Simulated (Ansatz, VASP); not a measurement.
# Os: VASP and Ansatz over several settings

```
Os
1.0
     2.73410    0.00000    0.00000
    -1.36705    2.36780    0.00000
     0.00000    0.00000    4.31970
Os
2
Direct
  0.66667 0.33333 0.75000
  0.33333 0.66667 0.25000
```

Single points on this cell with VASP 6.6.1 and Ansatz 0.2.0. Each row is one pair of runs. Alike in all rows: spin: off; smearing: fermi-dirac, width 0.05 eV; VASP's potentials, cutoff: VASP PAW PBE potentials, release 64 (Os), 520 eV; Ansatz's potentials, cutoff: Ansatz PAW, 420 eV.

| level | k mesh | gap on the k mesh at the Fermi level (eV), VASP | gap on the k mesh at the Fermi level (eV), Ansatz | pressure (GPa), VASP | pressure (GPa), Ansatz |
| --- | --- | --- | --- | --- | --- |
| PBE+D4 | 11 × 11 × 6 | none | none | 1.4 | 1.4 |
| RPBE | 11 × 11 × 6 | none | none | 12.7 | 12.9 |
| revPBE+D3(BJ) | 11 × 11 × 6 | none | none | -2.6 | -2.5 |
| BLYP+D4 | 11 × 11 × 6 | none | none | 14.6 | 10.8 |
| SVWN5 | 11 × 11 × 6 | none | none | -8.0 | -8.9 |
| B3LYP | 6 × 6 × 3 | ? | none | ? | 12.3 |
| PBEsol | 9 × 9 × 5 | none | none | -2.6 | -3.0 |

Task: Fill in what VASP gave in row 6.

Result: gap on the k mesh at the Fermi level (eV): none; pressure (GPa): 16.2.

VASP's potentials hold 16 valence electrons a cell and Ansatz's 32, so a difference there can come from the potentials and not from the codes.

A gap of «none» marks a metal or a gap that the smearing closes.

The k mesh is coarse in some rows, so the values compare programs but aren't converged. Spin-orbit coupling is off throughout.
